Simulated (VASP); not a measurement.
# W (I4/mmm) in VASP: a series of runs

Runs on W. Level: PBEsol. Tasks: single point.

Everything below comes from runs of VASP 6.6.1. Logs are shortened: lines on timing, memory, paths and dates and some standing lists are left out, and cuts for length are marked.

**1. The cell of the first run**

Symmetry: I4/mmm, No. 139, tetragonal system. Conventional cell: a = 2.519 Å, b = 2.519 Å, c = 5.037 Å, α = 90.00°, β = 90.00°, γ = 90.00°. W (site symmetry 4/mmm) has 12 W at 2.52 to 3.08 Å within 3.3 Å.

**2. Single point, PBEsol**

INCAR reads:

```
SYSTEM = W
PREC     = Accurate       ! precision mode
ENCUT    = 520            ! plane-wave cutoff, eV
EDIFF    = 1E-6           ! SCF threshold, eV
ISMEAR   = 0              ! smearing method
SIGMA    = 0.15           ! smearing width, eV
LREAL    = .False.        ! projectors in reciprocal space
LASPH    = .True.         ! aspherical terms in the spheres
NELM     = 80             ! most SCF steps
ALGO     = Fast           ! electronic algorithm
ISIF     = 2              ! what is computed and relaxed
LWAVE    = .False.        ! write WAVECAR
LCHARG   = .False.        ! write CHGCAR
GGA      = PS             ! functional
NBANDS   = 13             ! bands
```

KPOINTS reads:

```
regular mesh
0
Gamma
  28 28 28
  0 0 0
```

POSCAR reads:

```
W
1.0
    0.0000000000      1.7809924207      2.5183232829
    1.7809924207      0.0000000000      2.5183232829
    1.7809924207      1.7809924207      0.0000000000
W
1
Direct
    0.0000000000      0.0000000000      0.0000000000
```

Potentials or basis: VASP PAW PBE potentials, release 64 (W_sv).

Launch:

```console
$ cat potpaw_PBE.64/W_sv/POTCAR > POTCAR
$ mpirun -np 1 vasp_std > vasp.out
```

OUTCAR:

```text
SYSTEM = W
   PREC = Accurate
   ENCUT = 520
   EDIFF = 1E-6
   ISMEAR = 0
   LREAL = .False.
   LASPH = .True.
   NELM = 80
   ISIF = 2
   GGA = PS

 ion  position               nearest neighbor table
   1  0.000  0.000  0.000-

  LATTYP: Found a body centered tetragonal cell.
 ALAT       =     2.5187036358
 C/A-ratio  =     1.9996979772

  Lattice vectors:

 A1 = (  -1.7809924207,   0.0000000000,   2.5183232829)
 A2 = (   1.7809924207,   0.0000000000,   2.5183232829)
 A3 = (   0.0000000000,   1.7809924207,  -2.5183232829)

Analysis of symmetry for initial positions (statically):
=====================================================================
 Subroutine PRICEL returns:
 Original cell was already a primitive cell.

 Routine SETGRP: Setting up the symmetry group for a
 body centered tetragonal supercell.

 Subroutine GETGRP returns: Found 16 space group operations
 (whereof 16 operations were pure point group operations)
 out of a pool of 16 trial point group operations.

The static configuration has the point symmetry D_4h.

Analysis of symmetry for dynamics (positions and initial velocities):
=====================================================================
 Subroutine PRICEL returns:
 Original cell was already a primitive cell.

 Routine SETGRP: Setting up the symmetry group for a
 body centered tetragonal supercell.

 Subroutine GETGRP returns: Found 16 space group operations
 (whereof 16 operations were pure point group operations)
 out of a pool of 16 trial point group operations.

The dynamic configuration has the point symmetry D_4h.

 Subroutine INISYM returns: Found 16 space group operations
 (whereof 16 operations are pure point group operations),
 and found     1 'primitive' translations

----------------------------------------------------------------------------------------

                                     Primitive cell

  volume of cell :      15.9759

  direct lattice vectors                    reciprocal lattice vectors
     0.000000000  1.780992421  2.518323283    -0.280742351  0.280742351  0.198544803
     1.780992421  0.000000000  2.518323283     0.280742351 -0.280742351  0.198544803
     1.780992421  1.780992421  0.000000000     0.280742351  0.280742351 -0.198544803

  length of vectors
     3.084458811  3.084458811  2.518703636     0.443906042  0.443906042  0.443906042

  position of ions in fractional coordinates (direct lattice)
     0.000000000  0.000000000  0.000000000

  ion indices of the primitive-cell ions
   primitive index   ion index
                 1           1

----------------------------------------------------------------------------------------

 KPOINTS: regular mesh

Automatic generation of k-mesh.
 Grid dimensions read from file:
 generate k-points for:   28   28   28

 Generating k-lattice:

  Cartesian coordinates                     Fractional coordinates (reciprocal lattice)
    -0.010026513  0.010026513  0.007090886     0.035714286  0.000000000  0.000000000
     0.010026513 -0.010026513  0.007090886     0.000000000  0.035714286  0.000000000
     0.010026513  0.010026513 -0.007090886     0.000000000  0.000000000  0.035714286

  Length of vectors
     0.015853787  0.015853787  0.015853787

  Shift w.r.t. Gamma in fractional coordinates (k-lattice)
     0.000000000  0.000000000  0.000000000

 Subroutine IBZKPT returns following result:
 ===========================================

 Found   1639 irreducible k-points:

 Following reciprocal coordinates:
            Coordinates               Weight
  0.000000  0.000000  0.000000      1.000000
  0.035714  0.000000  0.000000      8.000000
  0.071429  0.000000  0.000000      8.000000
  0.107143  0.000000  0.000000      8.000000
  0.142857  0.000000  0.000000      8.000000
  0.178571  0.000000  0.000000      8.000000
[... 16 lines left out ...]
  0.285714  0.035714  0.000000      8.000000
  0.321429  0.035714  0.000000      8.000000
 [... further k-points ...]
   k-points           NKPTS =   1639   k-points in BZ     NKDIM =   1639   number of bands    NBANDS=     13
   number of dos      NEDOS =    301   number of ions     NIONS =      1
   total plane-waves  NPLWV =  11520
   dimension x,y,z NGX =    24 NGY =   24 NGZ =   20
   dimension x,y,z NGXF=    48 NGYF=   48 NGZF=   40
   ions per type =               1
   NGX,Y,Z   is equivalent  to a cutoff of  12.94, 12.94, 13.20 a.u.
   NGXF,Y,Z  is equivalent  to a cutoff of  25.87, 25.87, 26.40 a.u.
 SYSTEM =  W
   PREC   = accura    normal or accurate (medium, high low for compatibility)
   ISTART =      0    job   : 0-new  1-cont  2-samecut
   ICHARG =      2    charge: 1-file 2-atom 10-const
   ISPIN  =      1    spin polarized calculation?
   LNONCOLLINEAR =      F non collinear calculations
   LSORBIT =      F    spin-orbit coupling
   LASPH  =      T    aspherical Exc in radial PAW
   ENCUT  =  520.0 eV  38.22 Ry    6.18 a.u.   5.74  5.74  4.68*2*pi/ulx,y,z
   NELM   =     80;   NELMIN=  2; NELMDL= -5     # of ELM steps
   EDIFF  = 0.1E-05   stopping-criterion for ELM
   LREAL  =      F    real-space projection
   EDIFFG = 0.1E-04   stopping-criterion for IOM
   NSW    =      0    number of steps for IOM
   IBRION =     -1    ionic relax: 0-MD 1-quasi-New 2-CG
   NFREE  =      0    steps in history (QN), initial steepest desc. (CG)
   ISIF   =      2    stress and relaxation
   ISYM   =      2    0-nonsym 1-usesym 2-fastsym
   POTIM  = 0.5000    time-step for ionic-motion
   TEBEG  =    0.0;   TEEND  =   0.0 temperature during run
   PSTRESS=    0.0 pullay stress
   NELECT =      14.0000    total number of electrons
   NUPDOWN=      -1.0000    fix difference up-down
   EMIN   =  10.00;   EMAX   =-10.00  energy-range for DOS
   EFERMI =   0.00;   METHOD = LEGACY
   ISMEAR =     0;   SIGMA  =   0.15  broadening in eV -4-tet -1-fermi 0-gaus
   EFERMI_NEDOS =   21; number of points for ismear=-14 and -15
   IALGO  =     68    algorithm
   IMIX   =      4    mixing-type and parameters
     AMIX     =   0.40;   BMIX     =  1.00
     AMIX_MAG =   1.60;   BMIX_MAG =  1.00
  volume/ion in A,a.u.               =      15.98       107.81
  Fermi-wavevector in a.u.,A,eV,Ry     =   1.566615  2.960473 33.392545  2.454283
  Thomas-Fermi vector in A             =   2.668917
   LORBIT       =      0    0 simple, 1 ext, 2 COOP (PROOUT), +10 PAW based schemes
   GGA     = PS    functional components
   LHFCALC =     F    Hartree Fock is set to
   AEXX    =    0.0000 exact exchange contribution
   IVDW    =     0    specifies the selected vdW correction
   LEPSILON=     F    determine dielectric tensor
   LRPA    =     F    only Hartree local field effects (RPA)
 non-spin polarized calculation
 RMM-DIIS sequential band-by-band and
 Gauss-broadening in eV      SIGMA  =   0.15
  energy-cutoff  :      520.00
  volume of cell :       15.98
 maximum number of plane-waves:       445
   NGX = 11   NGY = 11   NGZ =  9

 number of electron      14.0000001 magnetization

 Free energy of the ion-electron system (eV)
  ---------------------------------------------------
  ext. energy  EPLUGINS =         0.00000000
  ---------------------------------------------------
  free energy    TOTEN  =       -13.11468299 eV

  energy without entropy =      -13.10924579  energy(sigma->0) =      -13.11196439

 E-fermi :  11.2616     XC(G=0): -13.6611

 val. band max:       11.2580098627   @ k =   0.3571  -0.0000   0.3214
 cond. band min:      11.2646389671   @ k =   0.5000   0.1071   0.0000
 fundamental gap:      0.0066291044
 Fermi energy:        11.2615636589

 k-point     1 :       0.0000    0.0000    0.0000
  band No.  band energies     occupation
      1     -62.9980      2.00000
      2     -26.9200      2.00000
      3     -26.2297      2.00000
      4     -26.2297      2.00000
      5       1.6378      2.00000
      6       7.1656      2.00000
      7       8.8892      2.00000
      8      12.6299      0.00000
      9      12.6299      0.00000
     10      16.6997      0.00000
     11      23.5906      0.00000
     12      25.2765      0.00000
     13      32.7982      0.00000

 k-point     2 :       0.0357    0.0000    0.0000
  band No.  band energies     occupation
      1     -62.9956      2.00000
      2     -26.9218      2.00000
      3     -26.2563      2.00000
      4     -26.2282      2.00000
      5       1.6998      2.00000
      6       7.2074      2.00000
      7       8.9133      2.00000
      8      12.5225      0.00000
      9      12.6539      0.00000
     10      16.6239      0.00000
     11      23.7041      0.00000
     12      25.4039      0.00000
     13      32.3411      0.00000

 k-point     3 :       0.0714    0.0000    0.0000
  band No.  band energies     occupation
      1     -62.9887      2.00000
      2     -26.9272      2.00000
      3     -26.3340      2.00000
      4     -26.2238      2.00000
      5       1.8823      2.00000
      6       7.3273      2.00000
      7       8.9870      2.00000
      8      12.2308      0.00000
      9      12.7248      0.00000
     10      16.4074      0.00000
     11      23.9920      0.00000
     12      25.8047      0.00000
     13      31.3801      0.00000
[... 305 lines left out ...]
 k-point    23 :       0.2857    0.0357    0.0000
  band No.  band energies     occupation
      1     -62.9012      2.00000
      2     -27.2982      2.00000
      3     -26.9725      2.00000
      4     -26.1761      2.00000
      5       4.1940      2.00000
      6       8.0297      2.00000
      7       9.2476      2.00000
      8      12.2937      0.00000
      9      13.4411      0.00000
     10      14.7697      0.00000
     11      24.8772      0.00000
     12      25.8417      0.00000
     13      30.5277      0.00000

 k-point    24 :       0.3214    0.0357    0.0000
  band No.  band energies     occupation
      1     -62.8803      2.00000
      2     -27.4933      2.00000
      3     -26.9976      2.00000
      4     -26.1622      2.00000
      5       4.5839      2.00000
      6       7.9336      2.00000
      7       9.5622      2.00000
      8      12.9029      0.00000
      9      13.2830      0.00000
     10      14.7754      0.00000
     11      24.4333      0.00000
     12      24.7693      0.00000
     13      30.9873      0.00000

 [... further k-points ...]

------------------------ aborting loop because EDIFF is reached ----------------------------------------

  FORCE on cell =-STRESS in cart. coord.  units (eV):
  Direction    XX          YY          ZZ          XY          YZ          ZX
  --------------------------------------------------------------------------------------
  -------------------------------------------------------------------------------------
  Total        3.0919401      3.0919401     -2.9817389      0.0000000      0.0000000     -0.0000000
  in kB      310.0816273    310.0816273   -299.0298737      0.0000000      0.0000000     -0.0000000
  external PRESSURE =     107.0444603 kB  Pullay stress =       0.0000000 kB

 VOLUME and BASIS-vectors are now :
 -----------------------------------------------------------------------------
  energy-cutoff  :      520.00
  volume of cell :       15.98
      direct lattice vectors                 reciprocal lattice vectors
     0.000000000  1.780992421  2.518323283    -0.280742351  0.280742351  0.198544803
     1.780992421  0.000000000  2.518323283     0.280742351 -0.280742351  0.198544803
     1.780992421  1.780992421  0.000000000     0.280742351  0.280742351 -0.198544803

 POSITION                                       TOTAL-FORCE (eV/Angst)
 -----------------------------------------------------------------------------------
      0.00000      0.00000      0.00000         0.000000      0.000000      0.000000
 -----------------------------------------------------------------------------------
    total drift:                                0.000000     -0.000000     -0.000000

  FREE ENERGIE OF THE ION-ELECTRON SYSTEM (eV)
  ---------------------------------------------------
  free  energy   TOTEN  =       -13.1146829936 eV

  energy  without entropy=      -13.1092457881  energy(sigma->0) =      -13.11196439
```

Run time: 1.8 min. Hardware: 1 thread of Intel Xeon 6975P-C (Granite Rapids), shared host; peak memory 0.41 GiB.

What came out:

* Free energy: -13.1147 eV
* Pressure: 10.7 GPa
* Band gap on the k mesh: zero (bands 7 and 8 overlap by 2.95 eV)

Caveat: the cell stands under pressure; the PAW data sets were made with another functional, which shifts forces and pressure a little; spin-orbit coupling is left out, which moves the levels of the heavy elements.

[end of part 1 of 2]
